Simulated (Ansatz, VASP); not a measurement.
**LiF: VASP beside Ansatz**

File INCAR:

```
PREC     = Accurate       # precision mode
ENCUT    = 520            # plane-wave cutoff, eV
EDIFF    = 1E-7           # SCF threshold, eV
ISMEAR   = 0              # smearing method
SIGMA    = 0.05           # smearing width, eV
LREAL    = False          # projectors in reciprocal space
LASPH    = True           # aspherical terms in the spheres
NELM     = 80             # most SCF steps
ALGO     = Normal         # electronic algorithm
ISIF     = 2              # what is computed and relaxed
LWAVE    = False          # write WAVECAR
LCHARG   = False          # write CHGCAR
GGA      = PE             # functional
NBANDS   = 18             # bands
```

Contents of KPOINTS:

```
Automatic mesh
0
Gamma
  9 9 6
```

POSCAR

```
LiF
1.0
    3.1751168837      0.0000000000      0.0000000000
   -1.5875584418      2.7497318813      0.0000000000
    0.0000000000      0.0000000000      5.1313063957
Li F
2 2
Direct
    0.3333333333      0.6666666667      0.3810713234
    0.6666666667      0.3333333333      0.8810713234
    0.3333333333      0.6666666667      0.9939266766
    0.6666666667      0.3333333333      0.4939266766
```

Input for Ansatz:

```yaml
crystal:
  lattice:
    - [3.1751168837, 0.0, 0.0]
    - [-1.5875584418, 2.7497318813, 0.0]
    - [0.0, 0.0, 5.1313063957]
  atoms:
    - { symbol: Li, position: [0.3333333333, 0.6666666667, 0.3810713234] }
    - { symbol: Li, position: [0.6666666667, 0.3333333333, 0.8810713234] }
    - { symbol: F, position: [0.3333333333, 0.6666666667, 0.9939266766] }
    - { symbol: F, position: [0.6666666667, 0.3333333333, 0.4939266766] }
basis:
  ecutwfc: 520.0
kpoints:
  mp_grid: { grid: [9, 9, 6] }
hamiltonian:
  xc: pbe
scf:
  occupations: { method: gaussian, width: 0.05 }
output:
  forces: true
  stress: true
  eigenvalues: true
```

Alike in both runs: task single point; functional PBE; k mesh 9 × 9 × 6; occupations gaussian, width 0.05 eV; no spin polarisation.

|  | VASP | Ansatz |
| --- | --- | --- |
| version | VASP 6.6.1 | Ansatz 0.2.0 |
| potentials or method | VASP PAW PBE potentials, release 64 (Li_sv, F), cutoff 520 eV | scalar-relativistic, plane waves, PAW |
| valence electrons in the cell | 20 | 20 |

```tsv
	VASP	Ansatz	Ansatz less VASP
gap on the k mesh at the Fermi level (eV)	7.23	7.24	+0.008
least direct gap on the mesh (eV)	7.23	7.24	+0.008
rms of the force components (eV/Å)	0.036	0.034	-0.0021
```

Atom by atom the forces differ by 0.002 eV/Å (rms over components).

Noted on VASP's run: the cutoff is short for stress, so the pressure is rough.
